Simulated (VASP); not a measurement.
# TiH6 (Pm-3m) in VASP: a series of runs

The runs below take TiH6 through single point, relaxation of cell and atoms, with PBE.

All numbers are computed with VASP 6.6.1; they aren't measurements. Logs are shortened: lines on timing, memory, paths and dates and some standing lists are left out, and cuts for length are marked.

### Step 1. The cell of the first run

It takes space group Pm-3m (No. 221, cubic). The conventional cell has a = 3.264 Å, b = 3.264 Å, c = 3.264 Å, α = 90.00°, β = 90.00°, γ = 90.00°. Within 3.1 Å of Ti (site symmetry m-3m) lie 24 H at 2.36 Å. H (site symmetry 4mm) has 1 H at 0.94 Å within 1.3 Å.

### Step 2. Single point, PBE

Contents of INCAR:

```
ALGO = Normal ; EDIFF = 1E-6
ENCUT = 520 ; GGA = PE
ISIF = 2 ; ISMEAR = 0
LASPH = True ; LCHARG = True
LELF = True ; LREAL = False
LVHAR = True ; LWAVE = False
NBANDS = 18 ; NELM = 100
PREC = Accurate ; SIGMA = 0.1
```

Contents of KPOINTS:

```
k-points
0
Gamma
  12 12 12
```

Contents of POSCAR:

```
TiH6
1.0
    3.2638202786      0.0000000000      0.0000000000
    0.0000000000      3.2638202786      0.0000000000
    0.0000000000      0.0000000000      3.2638202786
Ti H
1 6
Direct
    0.0000000000      0.0000000000      0.0000000000
    0.5000000000      0.5000000000      0.1443473853
    0.5000000000      0.5000000000      0.8556526147
    0.1443473853      0.5000000000      0.5000000000
    0.8556526147      0.5000000000      0.5000000000
    0.5000000000      0.1443473853      0.5000000000
    0.5000000000      0.8556526147      0.5000000000
```

Potentials or basis: VASP PAW PBE potentials, release 64 (Ti_sv, H).

On the command line:

```
$ cat potpaw_PBE.64/Ti_sv/POTCAR potpaw_PBE.64/H/POTCAR > POTCAR
$ mpirun -np 1 vasp_std > vasp.out
```

OUTCAR:

```text
EDIFF = 1E-6
   ENCUT = 520
   GGA = PE
   ISIF = 2
   ISMEAR = 0
   LASPH = True
   LREAL = False
   NELM = 100
   PREC = Accurate

 ion  position               nearest neighbor table
   1  0.000  0.000  0.000-
   2  0.500  0.500  0.144-
   3  0.500  0.500  0.856-
   4  0.144  0.500  0.500-
   5  0.856  0.500  0.500-
   6  0.500  0.144  0.500-
   7  0.500  0.856  0.500-

  LATTYP: Found a simple cubic cell.
 ALAT       =     3.2638202786

  Lattice vectors:

 A1 = (   3.2638202786,   0.0000000000,   0.0000000000)
 A2 = (   0.0000000000,   3.2638202786,   0.0000000000)
 A3 = (   0.0000000000,   0.0000000000,   3.2638202786)

Analysis of symmetry for initial positions (statically):
=====================================================================
 Subroutine PRICEL returns:
 Original cell was already a primitive cell.

 Routine SETGRP: Setting up the symmetry group for a
 simple cubic supercell.

 Subroutine GETGRP returns: Found 48 space group operations
[... 9 lines left out ...]

 Routine SETGRP: Setting up the symmetry group for a
 simple cubic supercell.

 Subroutine GETGRP returns: Found 48 space group operations
[... 11 lines left out ...]
                                     Primitive cell

  volume of cell :      34.7679

  direct lattice vectors                    reciprocal lattice vectors
     3.263820279  0.000000000  0.000000000     0.306389419  0.000000000  0.000000000
     0.000000000  3.263820279  0.000000000     0.000000000  0.306389419  0.000000000
     0.000000000  0.000000000  3.263820279     0.000000000  0.000000000  0.306389419

  length of vectors
     3.263820279  3.263820279  3.263820279     0.306389419  0.306389419  0.306389419

  position of ions in fractional coordinates (direct lattice)
     0.000000000  0.000000000  0.000000000
     0.500000000  0.500000000  0.144347385
     0.500000000  0.500000000  0.855652615
     0.144347385  0.500000000  0.500000000
     0.855652615  0.500000000  0.500000000
     0.500000000  0.144347385  0.500000000
     0.500000000  0.855652615  0.500000000

  ion indices of the primitive-cell ions
   primitive index   ion index
                 1           1
                 2           2
                 3           3
                 4           4
                 5           5
                 6           6
                 7           7

----------------------------------------------------------------------------------------

 KPOINTS: k-points

Automatic generation of k-mesh.
 Grid dimensions read from file:
 generate k-points for:   12   12   12

 Generating k-lattice:

  Cartesian coordinates                     Fractional coordinates (reciprocal lattice)
     0.025532452  0.000000000  0.000000000     0.083333333  0.000000000  0.000000000
     0.000000000  0.025532452  0.000000000     0.000000000  0.083333333  0.000000000
     0.000000000  0.000000000  0.025532452     0.000000000  0.000000000  0.083333333

  Length of vectors
     0.025532452  0.025532452  0.025532452

  Shift w.r.t. Gamma in fractional coordinates (k-lattice)
     0.000000000  0.000000000  0.000000000

 Subroutine IBZKPT returns following result:
 ===========================================

 Found     84 irreducible k-points:

 Following reciprocal coordinates:
            Coordinates               Weight
  0.000000  0.000000  0.000000      1.000000
  0.083333  0.000000  0.000000      6.000000
  0.166667  0.000000  0.000000      6.000000
  0.250000  0.000000  0.000000      6.000000
  0.333333  0.000000  0.000000      6.000000
  0.416667  0.000000  0.000000      6.000000
[... 16 lines left out ...]
  0.333333  0.333333  0.000000     12.000000
  0.416667  0.333333  0.000000     24.000000
 [... further k-points ...]
   k-points           NKPTS =     84   k-points in BZ     NKDIM =     84   number of bands    NBANDS=     18
   number of dos      NEDOS =    301   number of ions     NIONS =      7
   total plane-waves  NPLWV =  13824
   dimension x,y,z NGX =    24 NGY =   24 NGZ =   24
   dimension x,y,z NGXF=    48 NGYF=   48 NGZF=   48
   ions per type =               1   6
   NGX,Y,Z   is equivalent  to a cutoff of  12.22, 12.22, 12.22 a.u.
   NGXF,Y,Z  is equivalent  to a cutoff of  24.45, 24.45, 24.45 a.u.
 SYSTEM =  unknown system
   PREC   = accura    normal or accurate (medium, high low for compatibility)
   ISTART =      0    job   : 0-new  1-cont  2-samecut
   ICHARG =      2    charge: 1-file 2-atom 10-const
   ISPIN  =      1    spin polarized calculation?
   LNONCOLLINEAR =      F non collinear calculations
   LSORBIT =      F    spin-orbit coupling
   LASPH  =      T    aspherical Exc in radial PAW
   ENCUT  =  520.0 eV  38.22 Ry    6.18 a.u.   6.07  6.07  6.07*2*pi/ulx,y,z
   NELM   =    100;   NELMIN=  2; NELMDL= -5     # of ELM steps
   EDIFF  = 0.1E-05   stopping-criterion for ELM
   LREAL  =      F    real-space projection
   EDIFFG = 0.1E-04   stopping-criterion for IOM
   NSW    =      0    number of steps for IOM
   IBRION =     -1    ionic relax: 0-MD 1-quasi-New 2-CG
   NFREE  =      0    steps in history (QN), initial steepest desc. (CG)
   ISIF   =      2    stress and relaxation
   ISYM   =      2    0-nonsym 1-usesym 2-fastsym
   POTIM  = 0.5000    time-step for ionic-motion
   TEBEG  =    0.0;   TEEND  =   0.0 temperature during run
   PSTRESS=    0.0 pullay stress
   NELECT =      18.0000    total number of electrons
   NUPDOWN=      -1.0000    fix difference up-down
   EMIN   =  10.00;   EMAX   =-10.00  energy-range for DOS
   EFERMI =   0.00;   METHOD = LEGACY
   ISMEAR =     0;   SIGMA  =   0.10  broadening in eV -4-tet -1-fermi 0-gaus
   EFERMI_NEDOS =   21; number of points for ismear=-14 and -15
   IALGO  =     38    algorithm
   IMIX   =      4    mixing-type and parameters
     AMIX     =   0.40;   BMIX     =  1.00
     AMIX_MAG =   1.60;   BMIX_MAG =  1.00
  volume/ion in A,a.u.               =       4.97        33.52
  Fermi-wavevector in a.u.,A,eV,Ry     =   1.314537  2.484114 23.510964  1.728007
  Thomas-Fermi vector in A             =   2.444783
   LORBIT       =      0    0 simple, 1 ext, 2 COOP (PROOUT), +10 PAW based schemes
   GGA     = PE    functional components
   LHFCALC =     F    Hartree Fock is set to
   AEXX    =    0.0000 exact exchange contribution
   IVDW    =     0    specifies the selected vdW correction
   LEPSILON=     F    determine dielectric tensor
   LRPA    =     F    only Hartree local field effects (RPA)
 non-spin polarized calculation
 Gauss-broadening in eV      SIGMA  =   0.10
  energy-cutoff  :      520.00
  volume of cell :       34.77
 maximum number of plane-waves:       968
   NGX = 13   NGY = 13   NGZ = 13

 number of electron      18.0000002 magnetization

 Free energy of the ion-electron system (eV)
  ---------------------------------------------------
  ext. energy  EPLUGINS =         0.00000000
  ---------------------------------------------------
  free energy    TOTEN  =       -23.91717531 eV

  energy without entropy =      -23.90646317  energy(sigma->0) =      -23.91181924

 E-fermi :   6.7768     XC(G=0): -11.1307

 val. band max:        6.7723166491   @ k =   0.3333   0.2500   0.2500
 cond. band min:       6.7850535419   @ k =   0.1667   0.0833   0.0833
 fundamental gap:      0.0127368927
 Fermi energy:         6.7768117921

 k-point     1 :       0.0000    0.0000    0.0000
  band No.  band energies     occupation
      1     -50.6668      2.00000
      2     -26.9167      2.00000
      3     -26.9167      2.00000
      4     -26.9167      2.00000
      5      -8.0793      2.00000
      6       0.7309      2.00000
[... 10 lines left out ...]
     17      21.7899      0.00000
     18      21.7903      0.00000

 k-point     2 :       0.0833    0.0000    0.0000
  band No.  band energies     occupation
      1     -50.6661      2.00000
      2     -26.9264      2.00000
      3     -26.9158      2.00000
      4     -26.9158      2.00000
      5      -7.9900      2.00000
      6       0.4963      2.00000
[... 10 lines left out ...]
     17      20.6012      0.00000
     18      21.1874      0.00000

 k-point     3 :       0.1667    0.0000    0.0000
  band No.  band energies     occupation
      1     -50.6641      2.00000
      2     -26.9530      2.00000
      3     -26.9136      2.00000
      4     -26.9136      2.00000
      5      -7.7266      2.00000
      6      -0.1580      2.00000
[... 10 lines left out ...]
     17      18.7262      0.00000
     18      19.8248      0.00000

 k-point     4 :       0.2500    0.0000    0.0000
  band No.  band energies     occupation
      1     -50.6613      2.00000
      2     -26.9890      2.00000
      3     -26.9105      2.00000
      4     -26.9105      2.00000
      5      -7.3053      2.00000
      6      -1.0843      2.00000
[... 375 lines left out ...]
      4     -26.8986      2.00000
      5      -5.3260      2.00000
      6      -2.8205      2.00000
[... 10 lines left out ...]
     17      16.3205      0.00000
     18      16.8158      0.00000

 k-point    23 :       0.3333    0.3333    0.0000
  band No.  band energies     occupation
      1     -50.6505      2.00000
      2     -27.0114      2.00000
      3     -27.0067      2.00000
      4     -26.8986      2.00000
      5      -5.6312      2.00000
      6      -1.6082      2.00000
[... 10 lines left out ...]
     17      16.2952      0.00000
     18      17.8342      0.00000

 k-point    24 :       0.4167    0.3333    0.0000
  band No.  band energies     occupation
      1     -50.6485      2.00000
      2     -27.0336      2.00000
      3     -27.0051      2.00000
      4     -26.8964      2.00000
      5      -5.1530      2.00000
      6      -2.1661      2.00000
[... 10 lines left out ...]
     17      15.6882      0.00000
     18      18.3334      0.00000

 [... further k-points ...]

------------------------ aborting loop because EDIFF is reached ----------------------------------------

  FORCE on cell =-STRESS in cart. coord.  units (eV):
  Direction    XX          YY          ZZ          XY          YZ          ZX
  --------------------------------------------------------------------------------------
  -------------------------------------------------------------------------------------
  Total       -0.0550677     -0.0550677     -0.0550677     -0.0000000     -0.0000000      0.0000000
  in kB       -2.5376320     -2.5376320     -2.5376320     -0.0000000     -0.0000000      0.0000000
  external PRESSURE =      -2.5376320 kB  Pullay stress =       0.0000000 kB

 VOLUME and BASIS-vectors are now :
 -----------------------------------------------------------------------------
  energy-cutoff  :      520.00
  volume of cell :       34.77
      direct lattice vectors                 reciprocal lattice vectors
     3.263820279  0.000000000  0.000000000     0.306389419  0.000000000  0.000000000
     0.000000000  3.263820279  0.000000000     0.000000000  0.306389419  0.000000000
     0.000000000  0.000000000  3.263820279     0.000000000  0.000000000  0.306389419

 POSITION                                       TOTAL-FORCE (eV/Angst)
 -----------------------------------------------------------------------------------
      0.00000      0.00000      0.00000         0.000000      0.000000      0.000000
      1.63191      1.63191      0.47112         0.000000      0.000000      0.000565
      1.63191      1.63191      2.79270        -0.000000     -0.000000     -0.000565
      0.47112      1.63191      1.63191         0.000565     -0.000000      0.000000
      2.79270      1.63191      1.63191        -0.000565      0.000000     -0.000000
      1.63191      0.47112      1.63191        -0.000000      0.000565     -0.000000
      1.63191      2.79270      1.63191         0.000000     -0.000565      0.000000
 -----------------------------------------------------------------------------------
    total drift:                               -0.000000     -0.000000     -0.000000

  FREE ENERGIE OF THE ION-ELECTRON SYSTEM (eV)
  ---------------------------------------------------
  free  energy   TOTEN  =       -23.9171753129 eV

  energy  without entropy=      -23.9064631703  energy(sigma->0) =      -23.91181924
```

Wall time 15 s (1 thread of Intel Xeon 6975P-C (Granite Rapids), shared host); peak memory 0.17 GiB.

Results:

| Property | Result |
| --- | --- |
| Free energy | -23.9172 eV |
| Pressure | -0.3 GPa |
| Band gap on the k mesh | zero (band 9 reaches 8.64 eV, above the bottom of band 10 at 5.89 eV) |

### Step 3. Relaxation of cell and atoms, PBE

This run uses another cell than the first one, of 5.00 Å³/atom, 1.007 times its volume.

Contents of INCAR:

```
  ALGO = Normal
  EDIFF = 1E-7
  EDIFFG = -0.01
  ENCUT = 600
  GGA = PE
  IBRION = 2
  ISIF = 3
  ISMEAR = 0
  LASPH = True
  LCHARG = False
  LREAL = False
  LWAVE = False
  NELM = 100
  NSW = 100
  PREC = Accurate
  SIGMA = 0.1
```

KPOINTS is that of step 2.

Contents of POSCAR:

```
TiH6
1.0
    3.2719538955      0.0000000000      0.0000000000
    0.0000000000      3.2719538955      0.0000000000
    0.0000000000      0.0000000000      3.2719538955
Ti H
1 6
Direct
    0.0000000000      0.0000000000      0.0000000000
    0.5000000000      0.5000000000      0.1433168421
    0.5000000000      0.5000000000      0.8566831579
    0.1433168421      0.5000000000      0.5000000000
    0.8566831579      0.5000000000      0.5000000000
    0.5000000000      0.1433168421      0.5000000000
    0.5000000000      0.8566831579      0.5000000000
```

Potentials or basis: VASP PAW PBE potentials, release 64 (Ti_sv, H).

On the command line:

```
$ cat potpaw_PBE.64/Ti_sv/POTCAR potpaw_PBE.64/H/POTCAR > POTCAR
$ mpirun -np 1 vasp_std > vasp.out
```

It took 47 s on 1 thread of Intel Xeon 6975P-C (Granite Rapids), shared host; peak memory 0.19 GiB.

Results (log left out):

* Free energy: -23.9199 eV
* Relaxed volume: 4.97 Å³/atom
* Relaxed cell: a = 3.265 Å, b = 3.265 Å, c = 3.265 Å, α = 90.00°, β = 90.00°, γ = 90.00°
* Space group after relaxing (to 0.05 Å): Pm-3m (No. 221)
* Energy gained by relaxing: 0.1 meV/atom
* Ionic steps: 3
* Pressure after relaxing: -0.1 GPa
* Largest force after relaxing: 0.006 eV/Å
* Band gap on the k mesh: zero (band 9 reaches 8.62 eV, above the bottom of band 10 at 5.88 eV)

Forces in eV/Å, atoms in the order of the input:
```
Ti   0.000  0.000  0.000
H    0.000  0.000  0.006
H    0.000  0.000 -0.006
H    0.006  0.000  0.000
H   -0.006  0.000  0.000
H    0.000  0.006  0.000
H    0.000 -0.006  0.000
```

Step by step:
```tsv
step	energy change (eV)	largest force (eV/Å)	pressure (GPa)	volume (Å³)
1	0.0000	0.0135	-0.38	35.03
2	-0.0002	0.0112	-0.29	34.97
3	-0.0004	0.0056	-0.07	34.82
```

Final structure:
```yaml
crystal:
  lattice:
    - [3.26543, 0.00000, 0.00000]
    - [0.00000, 3.26543, 0.00000]
    - [0.00000, 0.00000, 3.26543]
  atoms:
    - { symbol: Ti, position: [0.00000, 0.00000, 0.00000] }
    - { symbol: H, position: [0.50000, 0.50000, 0.14402] }
    - { symbol: H, position: [0.50000, 0.50000, 0.85598] }
    - { symbol: H, position: [0.14402, 0.50000, 0.50000] }
    - { symbol: H, position: [0.85598, 0.50000, 0.50000] }
    - { symbol: H, position: [0.50000, 0.14402, 0.50000] }
    - { symbol: H, position: [0.50000, 0.85598, 0.50000] }
```

Levels at points of the mesh, in eV from the Fermi level:
```csv
k point,band 6,band 7,band 8,band 9,band 10,band 11,band 12,band 13
"(0.00, 0.00, 0.00)",-6.06,-6.06,1.20,1.20,1.20,1.29,1.29,1.49
"(0.50, 0.00, 0.00)",-10.15,-4.76,-1.27,-0.88,-0.88,1.33,1.81,4.91
"(0.50, 0.50, 0.00)",-8.91,-8.91,-2.19,0.15,0.15,1.45,1.89,2.71
"(0.50, 0.50, 0.50)",-9.04,-9.04,-5.65,1.86,1.86,1.86,1.96,1.96
```

### Step 4. Single point, PBE

This run uses another cell than the first one, of 5.00 Å³/atom, 1.007 times its volume.

Contents of INCAR:

```
  ALGO = Normal
  EDIFF = 1E-7
  ENCUT = 520
  GGA = PE
  ISIF = 2
  ISMEAR = 0
  LASPH = T
  LCHARG = F
  LREAL = F
  LWAVE = F
  NBANDS = 18
  NELM = 100
  PREC = Accurate
  SIGMA = 0.1
```

Contents of KPOINTS:

```
k-points
0
Gamma
  6 6 6
```

POSCAR is that of step 3.

On the command line:

```
$ cat potpaw_PBE.64/Ti_sv/POTCAR potpaw_PBE.64/H/POTCAR > POTCAR
$ mpirun -np 1 vasp_std > vasp.out
```

Run time: 5.1 s. Hardware: 1 thread of Intel Xeon 6975P-C (Granite Rapids), shared host; peak memory 0.14 GiB.

It converged, with:

```
Free energy            : -23.8537 eV
Pressure               : -0.3 GPa
Largest force          : 0.031 eV/Å
Band gap on the k mesh : zero (band 9 reaches 8.56 eV, above the bottom of band 10 at 5.87 eV)
```

Forces on the atoms (eV/Å):
```
Ti   0.000  0.000  0.000
H    0.000  0.000  0.031
H    0.000  0.000 -0.031
H    0.031  0.000  0.000
H   -0.031  0.000  0.000
H    0.000  0.031  0.000
H    0.000 -0.031  0.000
```

Levels at points of the mesh, in eV from the Fermi level:
| k point | band 7 | band 8 | band 9 | band 10 | band 11 | band 12 |
| --- | --- | --- | --- | --- | --- | --- |
| (0.00, 0.00, 0.00) | -6.16 | 1.15 | 1.15 | 1.15 | 1.22 | 1.22 |
| (0.50, 0.00, 0.00) | -4.89 | -1.30 | -0.92 | -0.92 | 1.28 | 1.76 |
| (0.50, 0.50, 0.00) | -9.00 | -2.24 | 0.11 | 0.11 | 1.39 | 1.84 |
| (0.50, 0.50, 0.50) | -9.12 | -5.66 | 1.77 | 1.77 | 1.77 | 1.91 |

(Part 1 of 2 ends here.)
